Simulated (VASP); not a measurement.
# AlN (P6_3mc) in VASP: further runs

Runs on AlN. Level: LDA. Tasks: single point, relaxation of cell and atoms.

All numbers are computed with VASP 6.6.1; they aren't measurements. Logs are shortened: lines on timing, memory, paths and dates and some standing lists are left out, and cuts for length are marked.

## Step 1: The cell of the first run

It takes space group P6_3mc (No. 186, hexagonal). The conventional cell has a = 3.089 Å, b = 3.089 Å, c = 4.943 Å, α = 90.00°, β = 90.00°, γ = 120.00°. Al (site symmetry 3m) has 4 N at 1.79 to 2.33 Å within 2.4 Å. N (site symmetry 3m) has 4 Al at 1.79 to 2.33 Å within 2.4 Å.

## Step 2: Single point, LDA (atoms moved along the polar distortion)

Input file INCAR:

```
  PREC = Accurate
  ENCUT = 520
  EDIFF = 1E-7
  ISMEAR = 0
  SIGMA = 0.01
  LREAL = F
  LASPH = T
  NELM = 80
  ALGO = Normal
  ISIF = 2
  LWAVE = F
  LCHARG = F
  NBANDS = 16
```

Input file KPOINTS:

```
regular mesh
0
Gamma
  9 9 6
```

Input file POSCAR:

```
AlN
1.0
    3.0886190489      0.0000000000      0.0000000000
   -1.5443095244      2.6748225589      0.0000000000
    0.0000000000      0.0000000000      4.9431567737
Al N
2 2
Direct
    0.3333333333      0.6666666667     -0.0442476466
    0.6666666667      0.3333333333      0.4557523534
    0.3333333333      0.6666666667      0.4262476466
    0.6666666667      0.3333333333      0.9262476466
```

Potentials or basis: VASP PAW LDA potentials, release 64 (Al, N).

Started as:

```bash
cat potpaw_LDA.64/Al/POTCAR potpaw_LDA.64/N/POTCAR > POTCAR
mpirun -np 1 vasp_std > vasp.out
```

OUTCAR:

```text
PREC = Accurate
   ENCUT = 520
   EDIFF = 1E-7
   ISMEAR = 0
   LREAL = F
   LASPH = T
   NELM = 80
   ISIF = 2

 ion  position               nearest neighbor table
   1  0.333  0.667  0.956-   4 1.79   4 1.79   4 1.79   3 2.33   2 3.05   2 3.05   2 3.05   2 3.05
                             2 3.05   2 3.05
   2  0.667  0.333  0.456-   3 1.79   3 1.79   3 1.79   4 2.33   1 3.05   1 3.05   1 3.05   1 3.05
                             1 3.05   1 3.05
   3  0.333  0.667  0.426-   2 1.79   2 1.79   2 1.79   1 2.33
   4  0.667  0.333  0.926-   1 1.79   1 1.79   1 1.79   2 2.33

  LATTYP: Found a hexagonal cell.
 ALAT       =     3.0886190489
 C/A-ratio  =     1.6004423645

  Lattice vectors:

 A1 = (   3.0886190489,   0.0000000000,   0.0000000000)
 A2 = (  -1.5443095244,   2.6748225589,   0.0000000000)
 A3 = (   0.0000000000,   0.0000000000,   4.9431567737)

Analysis of symmetry for initial positions (statically):
=====================================================================
 Subroutine PRICEL returns:
 Original cell was already a primitive cell.

 Routine SETGRP: Setting up the symmetry group for a
 hexagonal supercell.

 Subroutine GETGRP returns: Found 12 space group operations
 (whereof  6 operations were pure point group operations)
 out of a pool of 24 trial point group operations.

The static configuration has the point symmetry C_3v.
 The point group associated with its full space group is C_6v.

Analysis of symmetry for dynamics (positions and initial velocities):
=====================================================================
 Subroutine PRICEL returns:
 Original cell was already a primitive cell.

 Routine SETGRP: Setting up the symmetry group for a
 hexagonal supercell.

 Subroutine GETGRP returns: Found 12 space group operations
 (whereof  6 operations were pure point group operations)
 out of a pool of 24 trial point group operations.

The dynamic configuration has the point symmetry C_3v.
 The point group associated with its full space group is C_6v.

 Subroutine INISYM returns: Found 12 space group operations
 (whereof  6 operations are pure point group operations),
 and found     1 'primitive' translations

----------------------------------------------------------------------------------------

                                     Primitive cell

  volume of cell :      40.8379

  direct lattice vectors                    reciprocal lattice vectors
     3.088619049  0.000000000  0.000000000     0.323769291  0.186928287  0.000000000
    -1.544309524  2.674822559  0.000000000     0.000000000  0.373856575  0.000000000
     0.000000000  0.000000000  4.943156774     0.000000000  0.000000000  0.202299876

  length of vectors
     3.088619049  3.088619049  4.943156774     0.373856575  0.373856575  0.202299876

  position of ions in fractional coordinates (direct lattice)
     0.333333333  0.666666667  0.955752353
     0.666666667  0.333333333  0.455752353
     0.333333333  0.666666667  0.426247647
     0.666666667  0.333333333  0.926247647

  ion indices of the primitive-cell ions
   primitive index   ion index
                 1           1
                 2           2
                 3           3
                 4           4

----------------------------------------------------------------------------------------

 KPOINTS: regular mesh

Automatic generation of k-mesh.
 Grid dimensions read from file:
 generate k-points for:    9    9    6

 Generating k-lattice:

  Cartesian coordinates                     Fractional coordinates (reciprocal lattice)
     0.035974366  0.020769810  0.000000000     0.111111111  0.000000000  0.000000000
     0.000000000  0.041539619  0.000000000     0.000000000  0.111111111  0.000000000
     0.000000000  0.000000000  0.033716646     0.000000000  0.000000000  0.166666667

  Length of vectors
     0.041539619  0.041539619  0.033716646

  Shift w.r.t. Gamma in fractional coordinates (k-lattice)
     0.000000000  0.000000000  0.000000000

 Subroutine IBZKPT returns following result:
 ===========================================

 Found     48 irreducible k-points:

 Following reciprocal coordinates:
            Coordinates               Weight
  0.000000  0.000000  0.000000      1.000000
  0.111111  0.000000  0.000000      6.000000
  0.222222  0.000000  0.000000      6.000000
  0.333333  0.000000  0.000000      6.000000
  0.444444  0.000000  0.000000      6.000000
  0.111111  0.111111  0.000000      6.000000
[... 16 lines left out ...]
  0.333333  0.222222  0.166667     24.000000
  0.333333  0.333333  0.166667      4.000000
 [... further k-points ...]
   k-points           NKPTS =     48   k-points in BZ     NKDIM =     48   number of bands    NBANDS=     16
   number of dos      NEDOS =    301   number of ions     NIONS =      4
   total plane-waves  NPLWV =  23040
   dimension x,y,z NGX =    24 NGY =   24 NGZ =   40
   dimension x,y,z NGXF=    48 NGYF=   48 NGZF=   80
   ions per type =               2   2
   NGX,Y,Z   is equivalent  to a cutoff of  12.92, 12.92, 13.45 a.u.
   NGXF,Y,Z  is equivalent  to a cutoff of  25.84, 25.84, 26.91 a.u.
 SYSTEM =  unknown system
   PREC   = accura    normal or accurate (medium, high low for compatibility)
   ISTART =      0    job   : 0-new  1-cont  2-samecut
   ICHARG =      2    charge: 1-file 2-atom 10-const
   ISPIN  =      1    spin polarized calculation?
   LNONCOLLINEAR =      F non collinear calculations
   LSORBIT =      F    spin-orbit coupling
   LASPH  =      T    aspherical Exc in radial PAW
   ENCUT  =  520.0 eV  38.22 Ry    6.18 a.u.   5.74  5.74  9.19*2*pi/ulx,y,z
   NELM   =     80;   NELMIN=  2; NELMDL= -5     # of ELM steps
   EDIFF  = 0.1E-06   stopping-criterion for ELM
   LREAL  =      F    real-space projection
   EDIFFG = 0.1E-05   stopping-criterion for IOM
   NSW    =      0    number of steps for IOM
   IBRION =     -1    ionic relax: 0-MD 1-quasi-New 2-CG
   NFREE  =      0    steps in history (QN), initial steepest desc. (CG)
   ISIF   =      2    stress and relaxation
   ISYM   =      2    0-nonsym 1-usesym 2-fastsym
   POTIM  = 0.5000    time-step for ionic-motion
   TEBEG  =    0.0;   TEEND  =   0.0 temperature during run
   PSTRESS=    0.0 pullay stress
   NELECT =      16.0000    total number of electrons
   NUPDOWN=      -1.0000    fix difference up-down
   EMIN   =  10.00;   EMAX   =-10.00  energy-range for DOS
   EFERMI =   0.00;   METHOD = LEGACY
   ISMEAR =     0;   SIGMA  =   0.01  broadening in eV -4-tet -1-fermi 0-gaus
   EFERMI_NEDOS =   21; number of points for ismear=-14 and -15
   IALGO  =     38    algorithm
   IMIX   =      4    mixing-type and parameters
     AMIX     =   0.40;   BMIX     =  1.00
     AMIX_MAG =   1.60;   BMIX_MAG =  1.00
  volume/ion in A,a.u.               =      10.21        68.90
  Fermi-wavevector in a.u.,A,eV,Ry     =   1.197918  2.263736 19.524448  1.435006
  Thomas-Fermi vector in A             =   2.333820
   LORBIT       =      0    0 simple, 1 ext, 2 COOP (PROOUT), +10 PAW based schemes
   GGA     = CA    functional components
   LHFCALC =     F    Hartree Fock is set to
   AEXX    =    0.0000 exact exchange contribution
   IVDW    =     0    specifies the selected vdW correction
   LEPSILON=     F    determine dielectric tensor
   LRPA    =     F    only Hartree local field effects (RPA)
 non-spin polarized calculation
 Gauss-broadening in eV      SIGMA  =   0.01
  energy-cutoff  :      520.00
  volume of cell :       40.84
 maximum number of plane-waves:      1118
 NGX is ok and might be reduce to    24
   NGX = 11   NGY = 11   NGZ = 19

 number of electron      16.0000002 magnetization

 Free energy of the ion-electron system (eV)
  ---------------------------------------------------
  ext. energy  EPLUGINS =         0.00000000
  ---------------------------------------------------
  free energy    TOTEN  =       -31.87537111 eV

  energy without entropy =      -31.87537111  energy(sigma->0) =      -31.87537111

 E-fermi :   7.3485     XC(G=0): -11.3335

 val. band max:        7.2281846229   @ k =   0.0000   0.0000   0.0000
 cond. band min:      10.2988952479   @ k =   0.0000   0.0000   0.0000
 fundamental gap:      3.0707106250
 Fermi energy:         7.3484961362

 k-point     1 :       0.0000    0.0000    0.0000
  band No.  band energies     occupation
      1      -9.0974      2.00000
      2      -6.8749      2.00000
      3       0.3227      2.00000
      4       4.7290      2.00000
      5       4.7290      2.00000
      6       5.3832      2.00000
[... 8 lines left out ...]
     15      18.7893      0.00000
     16      18.7893      0.00000

 k-point     2 :       0.1111    0.0000    0.0000
  band No.  band energies     occupation
      1      -8.9324      2.00000
      2      -6.7755      2.00000
      3       0.5146      2.00000
      4       4.0878      2.00000
      5       4.5555      2.00000
      6       4.7851      2.00000
[... 8 lines left out ...]
     15      18.5920      0.00000
     16      19.2028      0.00000

 k-point     3 :       0.2222    0.0000    0.0000
  band No.  band energies     occupation
      1      -8.4628      2.00000
      2      -6.5240      2.00000
      3       1.0759      2.00000
      4       2.6746      2.00000
      5       3.6006      2.00000
      6       4.1927      2.00000
[... 8 lines left out ...]
     15      18.7626      0.00000
     16      18.8249      0.00000

 k-point     4 :       0.3333    0.0000    0.0000
  band No.  band energies     occupation
      1      -7.7813      2.00000
      2      -6.2741      2.00000
      3       1.2860      2.00000
      4       1.9475      2.00000
      5       2.4431      2.00000
      6       3.8511      2.00000
[... 8 lines left out ...]
     15      17.8964      0.00000
     16      20.3426      0.00000
[... 324 lines left out ...]
 k-point    22 :       0.2222    0.2222    0.1667
  band No.  band energies     occupation
      1      -7.3473      2.00000
      2      -6.2787      2.00000
      3       1.3849      2.00000
      4       1.4582      2.00000
      5       3.1432      2.00000
      6       3.1875      2.00000
[... 8 lines left out ...]
     15      17.3136      0.00000
     16      20.9802      0.00000

 k-point    23 :       0.3333    0.2222    0.1667
  band No.  band energies     occupation
      1      -6.7857      2.00000
      2      -6.2582      2.00000
      3       0.8142      2.00000
      4       1.5622      2.00000
      5       2.3836      2.00000
      6       3.5357      2.00000
[... 8 lines left out ...]
     15      17.9139      0.00000
     16      21.0208      0.00000

 k-point    24 :       0.3333    0.3333    0.1667
  band No.  band energies     occupation
      1      -6.4184      2.00000
      2      -6.4184      2.00000
      3       1.0297      2.00000
      4       1.7684      2.00000
      5       1.7684      2.00000
      6       2.9577      2.00000
[... 8 lines left out ...]
     15      17.9853      0.00000
     16      21.5210      0.00000

 [... further k-points ...]

------------------------ aborting loop because EDIFF is reached ----------------------------------------

  FORCE on cell =-STRESS in cart. coord.  units (eV):
  Direction    XX          YY          ZZ          XY          YZ          ZX
  --------------------------------------------------------------------------------------
  -------------------------------------------------------------------------------------
  Total        4.9391801      4.9391801     -3.3891675      0.0000000      0.0000000      0.0000000
  in kB      193.7767828    193.7767828   -132.9657862      0.0000000      0.0000000      0.0000000
  external PRESSURE =      84.8625932 kB  Pullay stress =       0.0000000 kB

 VOLUME and BASIS-vectors are now :
 -----------------------------------------------------------------------------
  energy-cutoff  :      520.00
  volume of cell :       40.84
      direct lattice vectors                 reciprocal lattice vectors
     3.088619049  0.000000000  0.000000000     0.323769291  0.186928287  0.000000000
    -1.544309524  2.674822559  0.000000000     0.000000000  0.373856575  0.000000000
     0.000000000  0.000000000  4.943156774     0.000000000  0.000000000  0.202299876

 POSITION                                       TOTAL-FORCE (eV/Angst)
 -----------------------------------------------------------------------------------
     -0.00000      1.78322      4.72443        -0.000000      0.000000      0.880182
      1.54431      0.89161      2.25286         0.000000      0.000000      0.880182
     -0.00000      1.78322      2.10701         0.000000     -0.000000     -0.880182
      1.54431      0.89161      4.57859         0.000000      0.000000     -0.880182
 -----------------------------------------------------------------------------------
    total drift:                               -0.000000     -0.000000     -0.000807

  FREE ENERGIE OF THE ION-ELECTRON SYSTEM (eV)
  ---------------------------------------------------
  free  energy   TOTEN  =       -31.8753711148 eV

  energy  without entropy=      -31.8753711148  energy(sigma->0) =      -31.87537111
```

It took 35 s on 1 thread of Intel Xeon 8259CL, shared host; peak memory 0.15 GiB.

Results:

* Free energy: -31.8754 eV
* Pressure: 8.5 GPa
* Largest force: 0.880 eV/Å
* Band gap on the k mesh: 3.07 eV

Forces in eV/Å, atoms in the order of the input:
```
Al   0.000  0.000  0.880
Al   0.000  0.000  0.880
N    0.000  0.000 -0.880
N    0.000  0.000 -0.880
```

Stress tensor (GPa, compression positive):
```
 19.38   0.00   0.00
  0.00  19.38   0.00
  0.00   0.00 -13.30
```

Levels at points of the mesh, in eV from the valence-band top:
```
           k point  band 5  band 6  band 7  band 8  band 9  band 10  band 11  band 12
(0.00, 0.00, 0.00)   -2.50   -1.84   -1.84    0.00    3.07     5.84     9.88     9.88
(0.00, 0.00, 0.50)   -2.18   -2.18   -2.18   -2.18    5.83     5.83     9.15     9.15
```

Caveat: the cell differs from its parent crystal (atoms moved along the polar distortion); the stress differs along the axes, from -13 to 19 GPa.

## Step 3: Relaxation of cell and atoms, LDA

This run uses another cell than the first one, of 10.45 Å³/atom.

Input file INCAR:

```
SYSTEM = AlN
PREC = Accurate
ENCUT = 600
EDIFF = 1E-6
ISMEAR = 0
SIGMA = 0.02
LREAL = .False.
LASPH = .True.
NELM = 100
ALGO = Normal
ISIF = 3
LWAVE = .False.
LCHARG = .False.
GGA = CA
IBRION = 2
NSW = 100
EDIFFG = -0.002
```

Input file KPOINTS:

```
regular mesh
0
Gamma
  9 9 6
  0 0 0
```

Input file POSCAR:

```
AlN
1.0
    3.1120000000      0.0000000000      0.0000000000
   -1.5560000000      2.6950710566      0.0000000000
    0.0000000000      0.0000000000      4.9820000000
Al N
2 2
Direct
    0.3333333333      0.6666666667      0.0000000000
    0.6666666667      0.3333333333      0.5000000000
    0.3333333333      0.6666666667      0.3820000000
    0.6666666667      0.3333333333      0.8820000000
```

Potentials or basis: VASP PAW LDA potentials, release 64 (Al, N).

Started as:

```bash
cat potpaw_LDA.64/Al/POTCAR potpaw_LDA.64/N/POTCAR > POTCAR
mpirun -np 1 vasp_std > vasp.out
```

It took 2.7 min on 1 thread of Intel Xeon 8259CL, shared host; peak memory 0.17 GiB.

It converged, with:

| Item | Value |
| --- | --- |
| Free energy | -32.8435 eV |
| Relaxed volume | 10.24 Å³/atom |
| Relaxed cell | a = 3.091 Å, b = 3.091 Å, c = 4.948 Å, α = 90.00°, β = 90.00°, γ = 120.00° |
| Space group after relaxing (to 0.1 Å) | P6_3mc (No. 186) |
| Energy gained by relaxing | 2.7 meV/atom |
| Ionic steps | 10 |
| Pressure after relaxing | 0.0 GPa |
| Band gap on the k mesh | 4.40 eV |

Step by step:
```tsv
step	energy change (eV)	largest force (eV/Å)	pressure (GPa)	volume (Å³)
1	0.0000	0.0136	-4.16	41.78
2	-0.0008	0.0129	4.24	40.16
3	-0.0110	0.0003	-0.03	40.95
4	-0.0110	0.0001	0.06	40.93
5	-0.0110	0.0051	-0.04	40.95
6	-0.0110	0.0035	-0.01	40.95
7	-0.0110	0.0033	-0.01	40.95
8	-0.0110	0.0012	-0.01	40.95
9	-0.0110	0.0029	0.01	40.94
10	-0.0110	0.0009	0.01	40.94
```

Final structure:
```xyz
4
Lattice="3.0912 0.0000 0.0000 -1.5456 2.6771 0.0000 0.0000 0.0000 4.9476" Properties=species:S:1:pos:R:3 pbc="T T T"
Al    0.0000    1.7847    0.0001
Al    1.5456    0.8924    2.4738
N     0.0000    1.7847    1.8899
N     1.5456    0.8924    4.3637
```

Levels at points of the mesh, in eV from the valence-band top:
```
           k point  band 6  band 7  band 8  band 9  band 10  band 11
(0.00, 0.00, 0.00)   -0.23   -0.23    0.00    4.40     6.71    10.64
(0.00, 0.00, 0.50)   -0.57   -0.57   -0.57    6.59     6.59    10.30
```
